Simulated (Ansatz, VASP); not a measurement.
**Two plane-wave programs on As**

INCAR

```
SYSTEM = As
PREC = Accurate ; ENCUT = 600
EDIFF = 1E-6 ; ISMEAR = 0
SIGMA = 0.1 ; LREAL = .FALSE.
LASPH = .TRUE. ; NELM = 80
ALGO = Normal ; ISIF = 3
LWAVE = .FALSE. ; LCHARG = .FALSE.
GGA = PE ; IBRION = 2
NSW = 90 ; EDIFFG = -0.04
```

File KPOINTS:

```
Automatic mesh
0
G
  6 6 6
  0 0 0
```

The input POSCAR:

```
As
1.0
    1.6024495116      0.9251746569      7.7445379398
   -1.6024495116      0.9251746569      7.7445379398
    0.0000000000     -1.8503493138      7.7445379398
As
3
Direct
    0.0000000000      0.0000000000      0.0000000000
    0.2222200000      0.2222200000      0.2222200000
    0.7777800000      0.7777800000      0.7777800000
```

Input for Ansatz:

```yaml
crystal:
  lattice:
    - [1.6024495116, 0.9251746569, 7.7445379398]
    - [-1.6024495116, 0.9251746569, 7.7445379398]
    - [0.0, -1.8503493138, 7.7445379398]
  atoms:
    - { symbol: As, position: [0.0, 0.0, 0.0] }
    - { symbol: As, position: [0.22222, 0.22222, 0.22222] }
    - { symbol: As, position: [0.77778, 0.77778, 0.77778] }
basis:
  ecutwfc: 420
kpoints:
  mp_grid: { grid: [6, 6, 6] }
hamiltonian:
  xc: pbe
scf:
  occupations: { method: gaussian, width: 0.1 }
  lower_state_search: "off"
output:
  forces: true
  stress: true
  eigenvalues: true
relax:
  adjacent_minimum: "off"
  f_tol: 0.04
  max_steps: 70
  cell: { stress_tol: 0.4 }
```

Alike in both runs: task relaxation of cell and atoms; functional PBE; k mesh 6 × 6 × 6; occupations gaussian, width 0.1 eV; no spin polarisation.

|  | VASP | Ansatz |
| --- | --- | --- |
| version | VASP 6.6.1 | Ansatz 0.2.0 |
| potentials or method | VASP PAW PBE potentials, release 64 (As), cutoff 600 eV | scalar-relativistic, plane waves, PAW |
| valence electrons in the cell | 15 | 45 |

```csv
,VASP,Ansatz,Ansatz less VASP
"gap on the k mesh at the Fermi level, each at its own relaxed structure (eV)",none,none,-
relaxed volume (Å³/atom),19.15,19.14,-0.008
relaxed length of the cell vector where the two differ most in proportion (Å),7.712,7.720,+0.0083
```

A gap of «none» marks a metal or a gap that the smearing closes. VASP's potentials hold 15 valence electrons a cell and Ansatz's 45, so a difference there can come from the potentials and not from the codes.

The k mesh is coarse, so the values compare programs but aren't converged. Noted on VASP's run: the volume moved by over 15 % at a fixed basis, so the end points are rough.
